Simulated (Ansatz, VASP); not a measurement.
## Pt: VASP beside Ansatz

File POSCAR:

```
Pt
1.0
    0.0000000000      2.9724217024      2.9724217024
    2.9724217024      0.0000000000      2.9724217024
    2.9724217024      2.9724217024      0.0000000000
Pt
2
Direct
    0.1250000000      0.1250000000      0.1250000000
    0.8750000000      0.8750000000      0.8750000000
```

The input INCAR.step1:

```
ALGO = Normal ; EDIFF = 1E-4
ENCUT = 520 ; GGA = PE
ISMEAR = -1 ; LASPH = True
LCHARG = False ; LREAL = False
LWAVE = True ; NBANDS = 17
NELM = 80 ; PREC = Accurate
SIGMA = 0.1
```

Contents of INCAR.step2:

```
ALGO = Normal ; EDIFF = 1E-6
ENCUT = 520 ; ISIF = 2
ISMEAR = -1 ; ISTART = 1
LASPH = True ; LCHARG = False
LMIXTAU = True ; LREAL = False
LWAVE = False ; METAGGA = R2SCAN
NBANDS = 17 ; NELM = 80
PREC = Accurate ; SIGMA = 0.1
```

KPOINTS

```
k-points
0
Gamma
  11 11 11
```

Input for Ansatz:

```yaml
crystal:
  lattice:
    - [0.0, 2.9724217024, 2.9724217024]
    - [2.9724217024, 0.0, 2.9724217024]
    - [2.9724217024, 2.9724217024, 0.0]
  atoms:
    - { symbol: Pt, position: [0.125, 0.125, 0.125] }
    - { symbol: Pt, position: [0.875, 0.875, 0.875] }
hamiltonian:
  xc: r2scan
  pseudopotentials:
    kind: paw
    azcp:
      Pt: "pseudopotentials/Pt.paw.azcp"
basis:
  ecutwfc: 500
  fft_grid_basis: typed
kpoints:
  mp_grid: { grid: [11, 11, 11], shift: [0, 0, 0] }
magnetization:
  spin_polarized: false
scf:
  occupations: { method: fermi_dirac, width: 0.1 }
  lower_state_search: "off"
output:
  stress: true
```

Alike in both runs: task single point; functional r2SCAN; k mesh 11 × 11 × 11; occupations fermi-dirac, width 0.1 eV; no spin polarisation.

|  | VASP | Ansatz |
| --- | --- | --- |
| version | VASP 6.6.1 | Ansatz 0.2.0 |
| potentials or method | VASP PAW PBE potentials, release 64 (Pt), cutoff 520 eV | plane waves (500 eV) with PAW, scalar-relativistic |
| valence electrons in the cell | 20 | 36 |

|  | VASP | Ansatz | Ansatz less VASP |
| --- | --- | --- | --- |
| pressure (GPa) | -10.6 | -10.7 | -0.06 |

VASP's potentials were made for PBE, not for r2SCAN. VASP's potentials hold 20 valence electrons a cell and Ansatz's 36, so a difference there can come from the potentials and not from the codes.

Neither program's run includes spin-orbit coupling.
